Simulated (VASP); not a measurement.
TaBr:

```
CELL_PARAMETERS angstrom
3.76354 0.00000 0.00000
0.00000 3.76354 0.00000
0.00000 0.00000 3.76354
ATOMIC_POSITIONS crystal
Ta 0.50000 0.50000 0.50000
Br 0.00000 0.00000 0.00000
```

The cell was generated, and may not be a known phase.

| Item | Value |
| --- | --- |
| Program | VASP 6.6.1 |
| Task | relaxation of cell and atoms |
| Functional | PBE |
| Potentials or basis | VASP PAW PBE potentials, release 64 (Ta_pv, Br) |
| Cutoff | 600 eV |
| k mesh | 4 × 4 × 4 |
| Occupations | gaussian, width 0.1 eV |
| Spin | collinear spin |
| Starting moments | [1.0, 0.0] μB |

At the start: pressure -16.6 GPa; volume 26.65 Å³/atom.

How do energy, volume and symmetry change on relaxing?

Over 3 steps the energy falls by 650.0 meV/atom and the volume is 18.31 Å³/atom (-31.3 %); space group Pm-3m (No. 221, to 0.1 Å) before and after; moment 0.00 μB per cell.

The path:
| step | energy change (eV) | largest force (eV/Å) | pressure (GPa) | volume (Å³) |
| --- | --- | --- | --- | --- |
| 1 | 0.0000 | 0.0000 | -16.56 | 53.31 |
| 2 | -1.2626 | 0.0000 | 7.05 | 34.75 |
| 3 | -1.3000 | 0.0000 | -0.26 | 36.62 |

Final structure:
```xyz
2
Lattice="3.3209 0.0000 0.0000 0.0000 3.3209 0.0000 0.0000 0.0000 3.3209" Properties=species:S:1:pos:R:3 pbc="T T T"
Ta    1.6605    1.6605    1.6605
Br    0.0000    0.0000    0.0000
```

Caveat: the k points lie up to 0.47 Å⁻¹ apart in the final cell, too coarse for converged energies and pressures of a metal; the volume moved by over 15 % at a fixed basis, so the end points are rough.
